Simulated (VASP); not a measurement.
# Ti3C2 (P-6m2) in VASP: single point with r2SCAN

Aim: the single point of Ti3C2 with r2SCAN.

Program: VASP 6.6.1. These are calculated values, not measurements. Logs are shortened: lines on timing, memory, paths and dates and some standing lists are left out, and cuts for length are marked.

### 1 The cell of the first run

The structure is hexagonal, space group P-6m2 (No. 187). The conventional cell has a = 3.064 Å, b = 3.064 Å, c = 14.969 Å, α = 90.00°, β = 90.00°, γ = 120.00°. Ti (site symmetry 3m) has 3 C at 2.06 Å within 2.7 Å. Within 2.7 Å of Ti (site symmetry 3m) lie 3 C at 2.06 Å and 1 Ti at 2.70 Å. Ti (site symmetry 3m) has 6 C at 2.19 Å and 12 Ti at 2.95 to 3.06 Å within 3.1 Å. Within 2.7 Å of C (site symmetry 3m) lie 6 Ti at 2.06 to 2.19 Å. Within 2.7 Å of C (site symmetry 3m) lie 6 Ti at 2.06 to 2.19 Å.

### 2 Single point, r2SCAN (the distance across one plane changed)

POSCAR

```
Ti3C2
1.0
   -3.0640472894      0.0000000000      0.0000000000
   -1.5320236447     -2.6535427910      0.0000000000
    0.0000000000      0.0000000000     14.9685180878
Ti C
6 4
Direct
    0.3333333333      0.3333333333      0.6001505601
    0.6666666667      0.6666666667      0.0951400441
    0.6666666667      0.6666666667      0.9148809880
    0.3333333333      0.3333333333      0.4098704720
    0.0000000000      0.0000000000      0.7575157741
    0.0000000000      0.0000000000      0.2525052580
    0.6666666667      0.6666666667      0.6708182230
    0.3333333333      0.3333333333      0.1658077070
    0.6666666667      0.6666666667      0.3392028091
    0.3333333333      0.3333333333      0.8442133251
```

INCAR.step1

```
SYSTEM = Ti3C2
  PREC = Accurate
  ENCUT = 520
  ISMEAR = 0
  SIGMA = 0.15
  LREAL = .FALSE.
  LASPH = .TRUE.
  NELM = 80
  NBANDS = 55
  GGA = PE
  ALGO = Normal
  EDIFF = 1E-4
  LWAVE = .TRUE.
  LCHARG = .FALSE.
```

INCAR.step2

```
SYSTEM = Ti3C2
  PREC = Accurate
  ENCUT = 520
  EDIFF = 1E-6
  ISMEAR = 0
  SIGMA = 0.15
  LREAL = .FALSE.
  LASPH = .TRUE.
  NELM = 80
  ALGO = Normal
  ISIF = 2
  LWAVE = .FALSE.
  LCHARG = .FALSE.
  METAGGA = R2SCAN
  LMIXTAU = .TRUE.
  NBANDS = 55
  ISTART = 1
```

KPOINTS

```
Automatic mesh
0
G
  14 14 3
  0 0 0
```

Potentials or basis: VASP PAW PBE potentials, release 64 (Ti_sv, C).

The run is started by

```sh
$ cat potpaw_PBE.64/Ti_sv/POTCAR potpaw_PBE.64/C/POTCAR > POTCAR
$ cp INCAR.step1 INCAR
$ mpirun -np 1 vasp_std > vasp.out
$ cp INCAR.step2 INCAR
$ mpirun -np 1 vasp_std > vasp.out
```

OUTCAR:

```text
SYSTEM = Ti3C2
   PREC = Accurate
   ENCUT = 520
   EDIFF = 1E-6
   ISMEAR = 0
   LREAL = .FALSE.
   LASPH = .TRUE.
   NELM = 80
   ISIF = 2
   METAGGA = R2SCAN
   ISTART = 1

 ion  position               nearest neighbor table
   1  0.333  0.333  0.600-   7 2.06   7 2.06   7 2.06   4 2.85
   2  0.667  0.667  0.095-   8 2.06   8 2.06   8 2.06   3 2.70
   3  0.667  0.667  0.915-  10 2.06  10 2.06  10 2.06   2 2.70
   4  0.333  0.333  0.410-   9 2.06   9 2.06   9 2.06   1 2.85
   5  0.000  0.000  0.758-  10 2.19  10 2.19  10 2.19   7 2.19   7 2.19   7 2.19
   6  0.000  0.000  0.253-   8 2.19   8 2.19   8 2.19   9 2.19   9 2.19   9 2.19
   7  0.667  0.667  0.671-   1 2.06   1 2.06   1 2.06   5 2.19   5 2.19   5 2.19
   8  0.333  0.333  0.166-   2 2.06   2 2.06   2 2.06   6 2.19   6 2.19   6 2.19
   9  0.667  0.667  0.339-   4 2.06   4 2.06   4 2.06   6 2.19   6 2.19   6 2.19
  10  0.333  0.333  0.844-   3 2.06   3 2.06   3 2.06   5 2.19   5 2.19   5 2.19

  LATTYP: Found a hexagonal cell.
 ALAT       =     3.0640472894
 C/A-ratio  =     4.8852111845

  Lattice vectors:

 A1 = (   1.5320236447,   2.6535427910,   0.0000000000)
 A2 = (  -3.0640472894,   0.0000000000,   0.0000000000)
 A3 = (   0.0000000000,   0.0000000000,  14.9685180878)

Analysis of symmetry for initial positions (statically):
=====================================================================
 Subroutine PRICEL returns:
 Original cell was already a primitive cell.

 Routine SETGRP: Setting up the symmetry group for a
 hexagonal supercell.

 Subroutine GETGRP returns: Found 12 space group operations
 (whereof  6 operations were pure point group operations)
 out of a pool of 24 trial point group operations.

The static configuration has the point symmetry C_3v.
 The point group associated with its full space group is D_3h.

Analysis of symmetry for dynamics (positions and initial velocities):
=====================================================================
 Subroutine PRICEL returns:
 Original cell was already a primitive cell.

 Routine SETGRP: Setting up the symmetry group for a
 hexagonal supercell.

 Subroutine GETGRP returns: Found 12 space group operations
 (whereof  6 operations were pure point group operations)
 out of a pool of 24 trial point group operations.

The dynamic configuration has the point symmetry C_3v.
 The point group associated with its full space group is D_3h.

 Subroutine INISYM returns: Found 12 space group operations
 (whereof  6 operations are pure point group operations),
 and found     1 'primitive' translations

----------------------------------------------------------------------------------------

                                     Primitive cell

  volume of cell :     121.7027

  direct lattice vectors                    reciprocal lattice vectors
    -3.064047289  0.000000000  0.000000000    -0.326365720  0.188427336  0.000000000
    -1.532023645 -2.653542791  0.000000000     0.000000000 -0.376854673  0.000000000
     0.000000000  0.000000000 14.968518088     0.000000000  0.000000000  0.066806881

  length of vectors
     3.064047289  3.064047289 14.968518088     0.376854673  0.376854673  0.066806881

  position of ions in fractional coordinates (direct lattice)
     0.333333333  0.333333333  0.600150560
     0.666666667  0.666666667  0.095140044
     0.666666667  0.666666667  0.914880988
     0.333333333  0.333333333  0.409870472
     0.000000000  0.000000000  0.757515774
     0.000000000  0.000000000  0.252505258
     0.666666667  0.666666667  0.670818223
     0.333333333  0.333333333  0.165807707
     0.666666667  0.666666667  0.339202809
     0.333333333  0.333333333  0.844213325

  ion indices of the primitive-cell ions
   primitive index   ion index
                 1           1
                 2           2
                 3           3
                 4           4
                 5           5
                 6           6
                 7           7
                 8           8
                 9           9
                10          10

----------------------------------------------------------------------------------------

 KPOINTS: Automatic mesh

Automatic generation of k-mesh.
 Grid dimensions read from file:
 generate k-points for:   14   14    3

 Generating k-lattice:

  Cartesian coordinates                     Fractional coordinates (reciprocal lattice)
    -0.023311837  0.013459095  0.000000000     0.071428571  0.000000000  0.000000000
     0.000000000 -0.026918191  0.000000000     0.000000000  0.071428571  0.000000000
     0.000000000  0.000000000  0.022268960     0.000000000  0.000000000  0.333333333

  Length of vectors
     0.026918191  0.026918191  0.022268960

  Shift w.r.t. Gamma in fractional coordinates (k-lattice)
     0.000000000  0.000000000  0.000000000

 Subroutine IBZKPT returns following result:
 ===========================================

 Found     48 irreducible k-points:

 Following reciprocal coordinates:
            Coordinates               Weight
  0.000000  0.000000  0.000000      1.000000
  0.071429  0.000000  0.000000      6.000000
  0.142857  0.000000  0.000000      6.000000
  0.214286  0.000000  0.000000      6.000000
  0.285714  0.000000  0.000000      6.000000
  0.357143  0.000000  0.000000      6.000000
[... 16 lines left out ...]
 -0.428571  0.285714  0.000000      6.000000
 -0.357143  0.285714  0.000000      6.000000
 [... further k-points ...]
   k-points           NKPTS =     48   k-points in BZ     NKDIM =     48   number of bands    NBANDS=     55
   number of dos      NEDOS =    301   number of ions     NIONS =     10
   total plane-waves  NPLWV =  64512
   dimension x,y,z NGX =    24 NGY =   24 NGZ =  112
   dimension x,y,z NGXF=    48 NGYF=   48 NGZF=  224
   ions per type =               6   4
   NGX,Y,Z   is equivalent  to a cutoff of  13.02, 13.02, 12.44 a.u.
   NGXF,Y,Z  is equivalent  to a cutoff of  26.04, 26.04, 24.88 a.u.
 SYSTEM =  Ti3C2
   PREC   = accura    normal or accurate (medium, high low for compatibility)
   ISTART =      1    job   : 0-new  1-cont  2-samecut
   ICHARG =      0    charge: 1-file 2-atom 10-const
   ISPIN  =      1    spin polarized calculation?
   LNONCOLLINEAR =      F non collinear calculations
   LSORBIT =      F    spin-orbit coupling
   LASPH  =      T    aspherical Exc in radial PAW
   ENCUT  =  520.0 eV  38.22 Ry    6.18 a.u.   5.70  5.70 27.83*2*pi/ulx,y,z
   NELM   =     80;   NELMIN=  2; NELMDL=  0     # of ELM steps
   EDIFF  = 0.1E-05   stopping-criterion for ELM
   LREAL  =      F    real-space projection
   EDIFFG = 0.1E-04   stopping-criterion for IOM
   NSW    =      0    number of steps for IOM
   IBRION =     -1    ionic relax: 0-MD 1-quasi-New 2-CG
   NFREE  =      0    steps in history (QN), initial steepest desc. (CG)
   ISIF   =      2    stress and relaxation
   ISYM   =      2    0-nonsym 1-usesym 2-fastsym
   POTIM  = 0.5000    time-step for ionic-motion
   TEBEG  =    0.0;   TEEND  =   0.0 temperature during run
   PSTRESS=    0.0 pullay stress
   NELECT =      88.0000    total number of electrons
   NUPDOWN=      -1.0000    fix difference up-down
   EMIN   =  10.00;   EMAX   =-10.00  energy-range for DOS
   EFERMI =   0.00;   METHOD = LEGACY
   ISMEAR =     0;   SIGMA  =   0.15  broadening in eV -4-tet -1-fermi 0-gaus
   EFERMI_NEDOS =   21; number of points for ismear=-14 and -15
   IALGO  =     38    algorithm
   IMIX   =      4    mixing-type and parameters
     AMIX     =   0.40;   BMIX     =  1.00
     AMIX_MAG =   1.60;   BMIX_MAG =  1.00
  volume/ion in A,a.u.               =      12.17        82.13
  Fermi-wavevector in a.u.,A,eV,Ry     =   1.469385  2.776735 29.376234  2.159092
  Thomas-Fermi vector in A             =   2.584769
   LORBIT       =      0    0 simple, 1 ext, 2 COOP (PROOUT), +10 PAW based schemes
   METAGGA = R2SCAN    functional components
   LHFCALC =     F    Hartree Fock is set to
   AEXX    =    0.0000 exact exchange contribution
   IVDW    =     0    specifies the selected vdW correction
   LEPSILON=     F    determine dielectric tensor
   LRPA    =     F    only Hartree local field effects (RPA)
 non-spin polarized calculation
 Gauss-broadening in eV      SIGMA  =   0.15
  energy-cutoff  :      520.00
  volume of cell :      121.70
 maximum number of plane-waves:      3296
   NGX = 11   NGY = 11   NGZ = 55

 number of electron      87.9999978 magnetization

 Free energy of the ion-electron system (eV)
  ---------------------------------------------------
  ext. energy  EPLUGINS =         0.00000000
  ---------------------------------------------------
  free energy    TOTEN  =      -125.62340531 eV

  energy without entropy =     -125.59405373  energy(sigma->0) =     -125.60872952

 E-fermi :   8.9351     XC(G=0): -12.8614

 val. band max:        8.9336029894   @ k =   0.1429   0.0000   0.3333
 cond. band min:       8.9443682908   @ k =   0.4286   0.1429   0.0000
 fundamental gap:      0.0107653014
 Fermi energy:         8.9350579297

 k-point     1 :       0.0000    0.0000    0.0000
  band No.  band energies     occupation
      1     -50.4808      2.00000
      2     -50.4554      2.00000
      3     -50.4473      2.00000
      4     -50.4018      2.00000
      5     -50.3073      2.00000
      6     -50.3031      2.00000
[... 47 lines left out ...]
     54      10.5665      0.00000
     55      10.8456      0.00000

 k-point     2 :       0.0714    0.0000    0.0000
  band No.  band energies     occupation
      1     -50.4780      2.00000
      2     -50.4527      2.00000
      3     -50.4447      2.00000
      4     -50.3991      2.00000
      5     -50.3054      2.00000
      6     -50.3013      2.00000
[... 47 lines left out ...]
     54      10.5100      0.00000
     55      10.9068      0.00000
[... 1216 lines left out ...]
     54      11.7876      0.00000
     55      11.8204      0.00000

 k-point    24 :      -0.3571    0.2857    0.0000
  band No.  band energies     occupation
      1     -50.4186      2.00000
      2     -50.3934      2.00000
      3     -50.3857      2.00000
      4     -50.3385      2.00000
      5     -50.2639      2.00000
      6     -50.2639      2.00000
[... 47 lines left out ...]
     54      11.6815      0.00000
     55      11.7292      0.00000

 [... further k-points ...]
[... 5 lines left out ...]
  --------------------------------------------------------------------------------------
  -------------------------------------------------------------------------------------
  Total        0.4354059      0.4354059      2.2078940      0.0000000      0.0000000      0.0000000
  in kB        5.7319787      5.7319787     29.0662124      0.0000000      0.0000000      0.0000000
  external PRESSURE =      13.5100566 kB  Pullay stress =       0.0000000 kB

 VOLUME and BASIS-vectors are now :
 -----------------------------------------------------------------------------
  energy-cutoff  :      520.00
  volume of cell :      121.70
      direct lattice vectors                 reciprocal lattice vectors
    -3.064047289  0.000000000  0.000000000    -0.326365720  0.188427336  0.000000000
    -1.532023645 -2.653542791  0.000000000     0.000000000 -0.376854673  0.000000000
     0.000000000  0.000000000 14.968518088     0.000000000  0.000000000  0.066806881

 POSITION                                       TOTAL-FORCE (eV/Angst)
 -----------------------------------------------------------------------------------
     -1.53202     -0.88451      8.98336        -0.000000     -0.000000     -0.115869
     -3.06405     -1.76903      1.42411        -0.000000      0.000000      0.314259
     -3.06405     -1.76903     13.69441        -0.000000      0.000000     -0.314259
     -1.53202     -0.88451      6.13515        -0.000000     -0.000000      0.115869
      0.00000      0.00000     11.33889         0.000000      0.000000     -0.003887
      0.00000      0.00000      3.77963         0.000000      0.000000      0.003887
     -3.06405     -1.76903     10.04115         0.000000      0.000000      0.040466
     -1.53202     -0.88451      2.48190         0.000000      0.000000      0.103720
     -3.06405     -1.76903      5.07736         0.000000      0.000000     -0.040466
     -1.53202     -0.88451     12.63662         0.000000      0.000000     -0.103720
 -----------------------------------------------------------------------------------
    total drift:                               -0.000000     -0.000000      0.000095

  FREE ENERGIE OF THE ION-ELECTRON SYSTEM (eV)
  ---------------------------------------------------
  free  energy   TOTEN  =      -125.6234053083 eV

  energy  without entropy=     -125.5940537308  energy(sigma->0) =     -125.60872952
```

It took 15 min on 1 thread of Intel Xeon Platinum 8559C (Emerald Rapids), shared host; peak memory 0.4 GiB.

What came out:

```
Free energy            : -125.6234 eV
Pressure               : 1.4 GPa
Largest force          : 0.314 eV/Å
Band gap on the k mesh : zero (bands 44 and 45 overlap by 0.69 eV)
```

Forces on the atoms (eV/Å):
```
Ti   0.000  0.000 -0.116
Ti   0.000  0.000  0.314
Ti   0.000  0.000 -0.314
Ti   0.000  0.000  0.116
Ti   0.000  0.000 -0.004
Ti   0.000  0.000  0.004
C    0.000  0.000  0.040
C    0.000  0.000  0.104
C    0.000  0.000 -0.040
C    0.000  0.000 -0.104
```

Caveat: the cell differs from its parent crystal (the distance across one plane changed); the PAW data sets were made with another functional, which shifts forces and pressure a little.
